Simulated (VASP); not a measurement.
Here is a VASP 6.6.1 calculation.

Contents of INCAR:

```
SYSTEM = Hf
PREC = Accurate
ENCUT = 520
EDIFF = 1E-6
ISMEAR = 0
SIGMA = 0.1
LREAL = .FALSE.
LASPH = .TRUE.
NELM = 80
ALGO = Normal
ISIF = 2
LWAVE = .FALSE.
LCHARG = .FALSE.
GGA = PS
NBANDS = 11
```

Contents of KPOINTS:

```
regular mesh
0
G
  14 14 14
  0 0 0
```

POSCAR

```
Hf
1.0
    0.0000000000      2.2085004000      2.2085004000
    2.2085004000      0.0000000000      2.2085004000
    2.2085004000      2.2085004000      0.0000000000
Hf
1
Direct
    0.0000000000      0.0000000000      0.0000000000
```

Potentials or basis: VASP PAW PBE potentials, release 64 (Hf_pv).

The run is started by

```bash
$ cat potpaw_PBE.64/Hf_pv/POTCAR > POTCAR
$ mpirun -np 1 vasp_std > vasp.out
```

Predict the band gap on the k mesh.

zero (band 5 reaches 6.25 eV, above the bottom of band 6 at 4.16 eV).

Estimate the pressure.

-0.3 GPa.

Caveat: the cell differs from its parent crystal (strained); the PAW data sets were made with another functional, which shifts forces and pressure a little; spin-orbit coupling is left out, which moves the levels of the heavy elements.
